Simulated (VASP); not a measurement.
Input of a VASP 6.6.1 run:

INCAR

```
SYSTEM = VAu
  PREC = Accurate
  ENCUT = 520
  EDIFF = 1E-6
  ISMEAR = 0
  SIGMA = 0.05
  LREAL = .FALSE.
  LASPH = .TRUE.
  NELM = 150
  ALGO = Normal
  ISIF = 2
  LWAVE = .FALSE.
  LCHARG = .FALSE.
  ISPIN = 2
  MAGMOM = 0.05 0
  LORBIT = 11
  LMAXMIX = 4
  GGA = PS
  NBANDS = 23
```

KPOINTS

```
Automatic mesh
0
G
  14 14 14
  0 0 0
```

Contents of POSCAR:

```
VAu
1.0
    1.3619883492      0.7863443400      4.5043722975
   -1.3619883492      0.7863443400      4.5043722975
    0.0000000000     -1.5726886800      4.5043722975
V Au
1 1
Direct
    0.5000000000      0.5000000000      0.5000000000
    0.0000000000      0.0000000000      0.0000000000
```

Potentials or basis: VASP PAW PBE potentials, release 64 (V_sv, Au).

Launch:

```sh
$ cat potpaw_PBE.64/V_sv/POTCAR potpaw_PBE.64/Au/POTCAR > POTCAR
$ mpirun -np 1 vasp_std > vasp.out
```

Problem. Predict the band gap on the k mesh.

Solution. Zero (filled and empty bands overlap).

Problem. Estimate the pressure.

Solution. 8.7 GPa.

Problem. Predict the net moment.

Solution. 0.00 μB per cell.

Stress tensor (GPa, compression positive):
```
8.61 0.00 0.00
0.00 8.61 0.00
0.00 0.00 8.76
```

Caveat: the cell stands under pressure; the PAW data sets were made with another functional, which shifts forces and pressure a little; spin-orbit coupling is left out, which moves the levels of the heavy elements.
